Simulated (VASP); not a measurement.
# BP (I-4m2) in VASP: notebook

The runs below take BP through single point, with PBEsol.

Program: VASP 6.6.1. These are calculated values, not measurements. Logs are shortened: lines on timing, memory, paths and dates and some standing lists are left out, and cuts for length are marked.

## (1) The cell of the first run

The structure is tetragonal, space group I-4m2 (No. 119). Conventional cell: a = 3.209 Å, b = 3.209 Å, c = 4.561 Å, α = 90.00°, β = 90.00°, γ = 90.00°. Within 2.6 Å of B (site symmetry -4m2) lie 4 P at 1.97 Å. Within 2.6 Å of P (site symmetry -4m2) lie 4 B at 1.97 Å.

## (2) Single point, PBEsol (strain +0.0050 x Voigt [0, 1, 0, 0, 0, 0])

File INCAR:

```
SYSTEM = BP
  PREC = Accurate
  ENCUT = 520
  EDIFF = 1E-6
  ISMEAR = 0
  SIGMA = 0.05
  LREAL = .FALSE.
  LASPH = .TRUE.
  NELM = 100
  ALGO = Normal
  ISIF = 2
  LWAVE = .FALSE.
  LCHARG = .FALSE.
  GGA = PS
  NBANDS = 11
```

File KPOINTS:

```
Automatic mesh
0
G
  10 10 10
  0 0 0
```

File POSCAR:

```
BP
1.0
    0.0000000000      2.2803450000      2.2690000000
    2.2690000000      0.0000000000      2.2690000000
    2.2690000000      2.2803450000      0.0000000000
B P
1 1
Direct
    0.0000000000      0.0000000000      0.0000000000
    0.7500000000      0.7500000000      0.7500000000
```

Potentials or basis: VASP PAW PBE potentials, release 64 (B, P).

Command:

```sh
cat potpaw_PBE.64/B/POTCAR potpaw_PBE.64/P/POTCAR > POTCAR
mpirun -np 1 vasp_std > vasp.out
```

OUTCAR:

```text
SYSTEM = BP
   PREC = Accurate
   ENCUT = 520
   EDIFF = 1E-6
   ISMEAR = 0
   LREAL = .FALSE.
   LASPH = .TRUE.
   NELM = 100
   ISIF = 2
   GGA = PS

 ion  position               nearest neighbor table
   1  0.000  0.000  0.000-   2 1.97   2 1.97   2 1.97   2 1.97
   2  0.750  0.750  0.750-   1 1.97   1 1.97   1 1.97   1 1.97

  LATTYP: Found a body centered tetragonal cell.
 ALAT       =     3.2088505730
 C/A-ratio  =     1.4212846302

  Lattice vectors:

 A1 = (   0.0000000000,  -2.2803450000,   2.2690000000)
 A2 = (   0.0000000000,  -2.2803450000,  -2.2690000000)
 A3 = (   2.2690000000,   2.2803450000,   0.0000000000)

Analysis of symmetry for initial positions (statically):
=====================================================================
 Subroutine PRICEL returns:
 Original cell was already a primitive cell.

 Routine SETGRP: Setting up the symmetry group for a
 body centered tetragonal supercell.

 Subroutine GETGRP returns: Found  8 space group operations
 (whereof  8 operations were pure point group operations)
 out of a pool of 16 trial point group operations.

The static configuration has the point symmetry D_2d.

Analysis of symmetry for dynamics (positions and initial velocities):
=====================================================================
 Subroutine PRICEL returns:
 Original cell was already a primitive cell.

 Routine SETGRP: Setting up the symmetry group for a
 body centered tetragonal supercell.

 Subroutine GETGRP returns: Found  8 space group operations
 (whereof  8 operations were pure point group operations)
 out of a pool of 16 trial point group operations.

The dynamic configuration has the point symmetry D_2d.

 Subroutine INISYM returns: Found  8 space group operations
 (whereof  8 operations are pure point group operations),
 and found     1 'primitive' translations

----------------------------------------------------------------------------------------

                                     Primitive cell

  volume of cell :      23.4801

  direct lattice vectors                    reciprocal lattice vectors
     0.000000000  2.280345000  2.269000000    -0.220361393  0.219265067  0.220361393
     2.269000000  0.000000000  2.269000000     0.220361393 -0.219265067  0.220361393
     2.269000000  2.280345000  0.000000000     0.220361393  0.219265067 -0.220361393

  length of vectors
     3.216882702  3.208850573  3.216882702     0.381045216  0.381045216  0.381045216

  position of ions in fractional coordinates (direct lattice)
     0.000000000  0.000000000  0.000000000
     0.750000000  0.750000000  0.750000000

[... 81 lines left out ...]
   NFREE  =      0    steps in history (QN), initial steepest desc. (CG)
   ISIF   =      2    stress and relaxation
   ISYM   =      2    0-nonsym 1-usesym 2-fastsym
   POTIM  = 0.5000    time-step for ionic-motion
   TEBEG  =    0.0;   TEEND  =   0.0 temperature during run
   PSTRESS=    0.0 pullay stress
   NELECT =       8.0000    total number of electrons
   NUPDOWN=      -1.0000    fix difference up-down
   EMIN   =  10.00;   EMAX   =-10.00  energy-range for DOS
   EFERMI =   0.00;   METHOD = LEGACY
   ISMEAR =     0;   SIGMA  =   0.05  broadening in eV -4-tet -1-fermi 0-gaus
   EFERMI_NEDOS =   21; number of points for ismear=-14 and -15
   IALGO  =     38    algorithm
   IMIX   =      4    mixing-type and parameters
     AMIX     =   0.40;   BMIX     =  1.00
     AMIX_MAG =   1.60;   BMIX_MAG =  1.00
  volume/ion in A,a.u.               =      11.74        79.23
  Fermi-wavevector in a.u.,A,eV,Ry     =   1.143418  2.160746 17.788317  1.307404
  Thomas-Fermi vector in A             =   2.280113
   LORBIT       =      0    0 simple, 1 ext, 2 COOP (PROOUT), +10 PAW based schemes
   GGA     = PS    functional components
   LHFCALC =     F    Hartree Fock is set to
   AEXX    =    0.0000 exact exchange contribution
   IVDW    =     0    specifies the selected vdW correction
   LEPSILON=     F    determine dielectric tensor
   LRPA    =     F    only Hartree local field effects (RPA)
 non-spin polarized calculation
 Gauss-broadening in eV      SIGMA  =   0.05
  energy-cutoff  :      520.00
  volume of cell :       23.48
 maximum number of plane-waves:       642
   NGX = 11   NGY = 11   NGZ = 11

 number of electron       8.0000000 magnetization

 Free energy of the ion-electron system (eV)
  ---------------------------------------------------
  ext. energy  EPLUGINS =         0.00000000
  ---------------------------------------------------
  free energy    TOTEN  =       -13.67032668 eV

  energy without entropy =      -13.67032668  energy(sigma->0) =      -13.67032668

 E-fermi :   7.6407     XC(G=0): -11.0248

 val. band max:        7.3629556684   @ k =   0.0000   0.0000   0.0000
 cond. band min:       8.4627777516   @ k =   0.4000   0.4000   0.0000
 fundamental gap:      1.0998220832
 Fermi energy:         7.6406741953

 k-point     1 :       0.0000    0.0000    0.0000
  band No.  band energies     occupation
      1      -8.1070      2.00000
      2       7.3140      2.00000
      3       7.3630      2.00000
      4       7.3630      2.00000
      5      10.6871      0.00000
      6      10.6871      0.00000
      7      10.7147      0.00000
      8      14.6137      0.00000
      9      18.5552      0.00000
     10      19.3868      0.00000
     11      19.5200      0.00000
[... 309 lines left out ...]
 k-point    24 :       0.4000    0.3000   -0.0000
  band No.  band energies     occupation
      1      -5.1605      2.00000
      2       1.2055      2.00000
      3       3.2694      2.00000
      4       3.8028      2.00000
      5       9.0412      0.00000
      6      10.8294      0.00000
      7      16.6999      0.00000
      8      16.8283      0.00000
      9      21.2373      0.00000
     10      22.5698      0.00000
     11      24.2069      0.00000

 [... further k-points ...]
[... 5 lines left out ...]
  --------------------------------------------------------------------------------------
  -------------------------------------------------------------------------------------
  Total       -0.3255387     -0.5182656     -0.3255387      0.0000000     -0.0000000      0.0000000
  in kB      -22.2133300    -35.3641666    -22.2133300      0.0000000     -0.0000000      0.0000000
  external PRESSURE =     -26.5969422 kB  Pullay stress =       0.0000000 kB

 VOLUME and BASIS-vectors are now :
 -----------------------------------------------------------------------------
  energy-cutoff  :      520.00
  volume of cell :       23.48
      direct lattice vectors                 reciprocal lattice vectors
     0.000000000  2.280345000  2.269000000    -0.220361393  0.219265067  0.220361393
     2.269000000  0.000000000  2.269000000     0.220361393 -0.219265067  0.220361393
     2.269000000  2.280345000  0.000000000     0.220361393  0.219265067 -0.220361393

 POSITION                                       TOTAL-FORCE (eV/Angst)
 -----------------------------------------------------------------------------------
      0.00000      0.00000      0.00000         0.000000      0.000000      0.000000
      3.40350      3.42052      3.40350         0.000000     -0.000000      0.000000
 -----------------------------------------------------------------------------------
    total drift:                               -0.000000     -0.000000     -0.000000

  FREE ENERGIE OF THE ION-ELECTRON SYSTEM (eV)
  ---------------------------------------------------
  free  energy   TOTEN  =       -13.6703266809 eV

  energy  without entropy=      -13.6703266809  energy(sigma->0) =      -13.67032668
```

Run time: 14 s. Hardware: 1 thread of Intel Xeon Platinum 8259CL at 2.50GHz (Skylake/Cascade Lake), shared host; peak memory 0.15 GiB.

What came out:

```
Free energy            : -13.6703 eV
Pressure               : -2.7 GPa
Band gap on the k mesh : 1.10 eV, indirect (least direct gap 3.32 eV)
```

Caveat: the cell differs from its parent crystal (strain +0.0050 x Voigt [0, 1, 0, 0, 0, 0]); the PAW data sets were made with another functional, which shifts forces and pressure a little. A k mesh can miss the band edges.

## (3) Single point, PBEsol (strain +0.0200 x Voigt [0, 1, 0, 0, 0, 0])

File INCAR:

```
SYSTEM = BP
PREC = Accurate
ENCUT = 520
EDIFF = 1E-7
ISMEAR = 0
SIGMA = 0.05
LREAL = .False.
LASPH = .True.
NELM = 100
ALGO = Normal
ISIF = 2
LWAVE = .False.
LCHARG = .False.
GGA = PS
NBANDS = 11
```

File KPOINTS:

```
regular mesh
0
Gamma
  10 10 10
  0 0 0
```

File POSCAR:

```
BP
1.0
    0.0000000000      2.3143800000      2.2690000000
    2.2690000000      0.0000000000      2.2690000000
    2.2690000000      2.3143800000      0.0000000000
B P
1 1
Direct
    0.0000000000      0.0000000000      0.0000000000
    0.7500000000      0.7500000000      0.7500000000
```

Potentials or basis: VASP PAW PBE potentials, release 64 (B, P).

Command:

```sh
cat potpaw_PBE.64/B/POTCAR potpaw_PBE.64/P/POTCAR > POTCAR
mpirun -np 1 vasp_std > vasp.out
```

OUTCAR:

```text
SYSTEM = BP
   PREC = Accurate
   ENCUT = 520
   EDIFF = 1E-7
   ISMEAR = 0
   LREAL = .False.
   LASPH = .True.
   NELM = 100
   ISIF = 2
   GGA = PS

 ion  position               nearest neighbor table
   1  0.000  0.000  0.000-   2 1.98   2 1.98   2 1.98   2 1.98
   2  0.750  0.750  0.750-   1 1.98   1 1.98   1 1.98   1 1.98

  LATTYP: Found a body centered tetragonal cell.
 ALAT       =     3.2088505730
 C/A-ratio  =     1.4424978336

  Lattice vectors:

 A1 = (   0.0000000000,  -2.3143800000,   2.2690000000)
 A2 = (   0.0000000000,  -2.3143800000,  -2.2690000000)
 A3 = (   2.2690000000,   2.3143800000,   0.0000000000)

Analysis of symmetry for initial positions (statically):
=====================================================================
 Subroutine PRICEL returns:
 Original cell was already a primitive cell.

 Routine SETGRP: Setting up the symmetry group for a
 body centered tetragonal supercell.

 Subroutine GETGRP returns: Found  8 space group operations
 (whereof  8 operations were pure point group operations)
 out of a pool of 16 trial point group operations.

The static configuration has the point symmetry D_2d.

Analysis of symmetry for dynamics (positions and initial velocities):
=====================================================================
 Subroutine PRICEL returns:
 Original cell was already a primitive cell.

 Routine SETGRP: Setting up the symmetry group for a
 body centered tetragonal supercell.

 Subroutine GETGRP returns: Found  8 space group operations
 (whereof  8 operations were pure point group operations)
 out of a pool of 16 trial point group operations.

The dynamic configuration has the point symmetry D_2d.

 Subroutine INISYM returns: Found  8 space group operations
 (whereof  8 operations are pure point group operations),
 and found     1 'primitive' translations

----------------------------------------------------------------------------------------

                                     Primitive cell

  volume of cell :      23.8305
[... 112 lines left out ...]
  Thomas-Fermi vector in A             =   2.274490
   LORBIT       =      0    0 simple, 1 ext, 2 COOP (PROOUT), +10 PAW based schemes
   GGA     = PS    functional components
   LHFCALC =     F    Hartree Fock is set to
   AEXX    =    0.0000 exact exchange contribution
   IVDW    =     0    specifies the selected vdW correction
   LEPSILON=     F    determine dielectric tensor
   LRPA    =     F    only Hartree local field effects (RPA)
 non-spin polarized calculation
 Gauss-broadening in eV      SIGMA  =   0.05
  energy-cutoff  :      520.00
  volume of cell :       23.83
 maximum number of plane-waves:       656
   NGX = 13   NGY = 11   NGZ = 13

 number of electron       8.0000000 magnetization

 Free energy of the ion-electron system (eV)
  ---------------------------------------------------
  ext. energy  EPLUGINS =         0.00000000
  ---------------------------------------------------
  free energy    TOTEN  =       -13.65735910 eV

  energy without entropy =      -13.65735910  energy(sigma->0) =      -13.65735910

 E-fermi :   7.4578     XC(G=0): -10.9630

 val. band max:        7.2389766176   @ k =   0.0000   0.0000   0.0000
 cond. band min:       8.2474067110   @ k =   0.4000   0.4000   0.0000
 fundamental gap:      1.0084300934
 Fermi energy:         7.4577999475

 k-point     1 :       0.0000    0.0000    0.0000
  band No.  band energies     occupation
      1      -8.1490      2.00000
      2       7.0428      2.00000
      3       7.2390      2.00000
      4       7.2390      2.00000
      5      10.4677      0.00000
      6      10.4677      0.00000
      7      10.5767      0.00000
      8      14.2121      0.00000
      9      18.2830      0.00000
     10      18.9676      0.00000
     11      19.4989      0.00000
[... 309 lines left out ...]
 k-point    24 :       0.4000    0.3000    0.0000
  band No.  band energies     occupation
      1      -5.2155      2.00000
      2       1.1012      2.00000
      3       3.1331      2.00000
      4       3.6326      2.00000
      5       8.8192      0.00000
      6      10.6173      0.00000
      7      16.2333      0.00000
      8      16.7394      0.00000
      9      20.9064      0.00000
     10      22.3042      0.00000
     11      23.8596      0.00000

 [... further k-points ...]
[... 5 lines left out ...]
  --------------------------------------------------------------------------------------
  -------------------------------------------------------------------------------------
  Total       -0.4758845     -1.2582560     -0.4758845     -0.0000000     -0.0000000      0.0000000
  in kB      -31.9947331    -84.5952452    -31.9947331     -0.0000000     -0.0000000      0.0000000
  external PRESSURE =     -49.5282372 kB  Pullay stress =       0.0000000 kB

 VOLUME and BASIS-vectors are now :
 -----------------------------------------------------------------------------
  energy-cutoff  :      520.00
  volume of cell :       23.83
      direct lattice vectors                 reciprocal lattice vectors
     0.000000000  2.314380000  2.269000000    -0.220361393  0.216040581  0.220361393
     2.269000000  0.000000000  2.269000000     0.220361393 -0.216040581  0.220361393
     2.269000000  2.314380000  0.000000000     0.220361393  0.216040581 -0.220361393

 POSITION                                       TOTAL-FORCE (eV/Angst)
 -----------------------------------------------------------------------------------
      0.00000      0.00000      0.00000        -0.000000     -0.000000     -0.000000
      3.40350      3.47157      3.40350         0.000000      0.000000      0.000000
 -----------------------------------------------------------------------------------
    total drift:                               -0.000000     -0.000000     -0.000000

  FREE ENERGIE OF THE ION-ELECTRON SYSTEM (eV)
  ---------------------------------------------------
  free  energy   TOTEN  =       -13.6573590995 eV

  energy  without entropy=      -13.6573590995  energy(sigma->0) =      -13.65735910
```

OSZICAR:

```text
N       E                     dE             d eps       ncg     rms          rms(c)
DAV:   1     0.830969135977E+01    0.83097E+01   -0.39010E+03  2244   0.652E+02
DAV:   2    -0.136778752066E+02   -0.21988E+02   -0.21114E+02  2990   0.109E+02
DAV:   3    -0.143217077171E+02   -0.64383E+00   -0.64125E+00  2847   0.161E+01
DAV:   4    -0.143243867393E+02   -0.26790E-02   -0.26788E-02  2573   0.116E+00
DAV:   5    -0.143243997124E+02   -0.12973E-04   -0.12973E-04  2815   0.830E-02    0.681E+00
DAV:   6    -0.137592219932E+02    0.56518E+00   -0.12376E+00  2544   0.467E+00    0.365E+00
DAV:   7    -0.136663316915E+02    0.92890E-01   -0.21728E-01  2818   0.229E+00    0.120E+00
DAV:   8    -0.136571549726E+02    0.91767E-02   -0.24394E-02  2612   0.869E-01    0.160E-01
DAV:   9    -0.136572946657E+02   -0.13969E-03   -0.69036E-04  2589   0.178E-01    0.939E-02
DAV:  10    -0.136573548928E+02   -0.60227E-04   -0.10776E-04  2507   0.635E-02    0.208E-02
DAV:  11    -0.136573587612E+02   -0.38684E-05   -0.49615E-06  2863   0.137E-02    0.240E-02
DAV:  12    -0.136573591327E+02   -0.37149E-06   -0.19836E-06  2545   0.633E-03    0.894E-03
DAV:  13    -0.136573590995E+02    0.33202E-07   -0.52289E-08  1512   0.158E-03
   1 F= -.13657359E+02 E0= -.13657359E+02  d E =-.271130E-12
```

stdout:

```text
POSCAR found type information on POSCAR B P
 POSCAR found :  2 types and       2 ions
 scaLAPACK will be used
 -----------------------------------------------------------------------------
|                                                                             |
|                                                                             |
|     You enforced a specific xc type in the INCAR file but a different       |
|     I HOPE YOU KNOW WHAT YOU ARE DOING!                                     |
|                                                                             |
 -----------------------------------------------------------------------------

 LDA part: xc-table for (Slater+PW92), standard interpolation
 POSCAR, INCAR and KPOINTS ok, starting setup
 FFT: planning ... GRIDC
 FFT: planning ... GRID_SOFT
 FFT: planning ... GRID
 WAVECAR not read
 entering main loop
```

It took 13 s on 1 thread of Intel Xeon Platinum 8259CL at 2.50GHz (Skylake/Cascade Lake), shared host; peak memory 0.14 GiB.

What came out:

- Free energy: -13.6574 eV
- Pressure: -5.0 GPa
- Band gap on the k mesh: 1.01 eV, indirect (least direct gap 3.23 eV)

Levels at points of the mesh, in eV from the valence-band top:
```tsv
k point	band 2	band 3	band 4	band 5	band 6	band 7
(0.00, 0.00, 0.00)	-0.20	0.00	0.00	3.23	3.23	3.34
(0.50, 0.00, 0.00)	-9.02	-1.93	-1.68	3.50	4.53	4.67
(0.50, 0.50, 0.00)	-8.50	-4.22	-4.19	1.13	1.38	11.63
(0.50, 0.00, 0.50)	-8.68	-4.00	-4.00	1.34	1.65	11.85
```

Caveat: the cell differs from its parent crystal (strain +0.0200 x Voigt [0, 1, 0, 0, 0, 0]); the PAW data sets were made with another functional, which shifts forces and pressure a little. A k mesh can miss the band edges.

## (4) Single point, PBEsol (strain +0.0100 x Voigt [0, 1, 0, 0, 0, 0])

File INCAR:

```
SYSTEM = BP
PREC = Accurate ; ENCUT = 520
EDIFF = 1E-6 ; ISMEAR = 0
SIGMA = 0.05 ; LREAL = .FALSE.
LASPH = .TRUE. ; NELM = 100
ALGO = Normal ; ISIF = 2
LWAVE = .FALSE. ; LCHARG = .FALSE.
GGA = PS ; NBANDS = 11
```

File KPOINTS:

```
Automatic mesh
0
G
  10 10 10
  0 0 0
```

File POSCAR:

```
BP
1.0
    0.0000000000      2.2916900000      2.2690000000
    2.2690000000      0.0000000000      2.2690000000
    2.2690000000      2.2916900000      0.0000000000
B P
1 1
Direct
    0.0000000000      0.0000000000      0.0000000000
    0.7500000000      0.7500000000      0.7500000000
```

Command:

```sh
cat potpaw_PBE.64/B/POTCAR potpaw_PBE.64/P/POTCAR > POTCAR
mpirun -np 1 vasp_std > vasp.out
```

Run time: 15 s. Hardware: 1 thread of Intel Xeon Platinum 8259CL at 2.50GHz (Skylake/Cascade Lake), shared host; peak memory 0.14 GiB.

The run converged. Its results:

```yaml
Free_energy: -13.6672 eV
Pressure: -3.4 GPa
Band_gap_on_the_k_mesh: 1.07 eV, indirect (least direct gap 3.29 eV)
```

Stress tensor (GPa, compression positive):
```
-2.57  0.00  0.00
 0.00 -5.20  0.00
 0.00  0.00 -2.57
```

Levels at points of the mesh, in eV from the valence-band top:
| k point | band 1 | band 2 | band 3 | band 4 | band 5 | band 6 | band 7 | band 8 |
| --- | --- | --- | --- | --- | --- | --- | --- | --- |
| (0.00, 0.00, 0.00) | -15.44 | -0.10 | 0.00 | 0.00 | 3.29 | 3.29 | 3.35 | 7.16 |
| (0.50, 0.00, 0.00) | -12.13 | -9.06 | -1.85 | -1.72 | 3.63 | 4.58 | 4.66 | 9.86 |
| (0.50, 0.50, 0.00) | -10.59 | -8.55 | -4.19 | -4.17 | 1.18 | 1.45 | 11.86 | 12.07 |
| (0.50, 0.00, 0.50) | -10.68 | -8.64 | -4.07 | -4.07 | 1.29 | 1.59 | 11.97 | 11.97 |

Caveat: the cell differs from its parent crystal (strain +0.0100 x Voigt [0, 1, 0, 0, 0, 0]); the PAW data sets were made with another functional, which shifts forces and pressure a little. A k mesh can miss the band edges.

## (5) Overview

| cell | gap on the mesh (eV) | pressure (GPa) |
| --- | --- | --- |
| a = 3.217, b = 3.209 Å, angles 60.1, 59.8, 60.1°, 2 atoms | 1.10 | -2.7 |
| a = 3.241, b = 3.209 Å, angles 60.3, 59.3, 60.3°, 2 atoms | 1.01 | -5.0 |
| a = 3.225, b = 3.209 Å, angles 60.2, 59.7, 60.2°, 2 atoms | 1.07 | -3.4 |

Alike in all rows: task single point; level PBEsol; potentials or basis VASP PAW PBE potentials, release 64 (B, P); no spin polarisation; k mesh 10 × 10 × 10; cutoff (eV) 520; smearing gaussian 0.05 eV.

Caveats: the PAW data sets were made with another functional, which shifts forces and pressure a little.

Absolute energies hang on the potentials; compare differences alone.
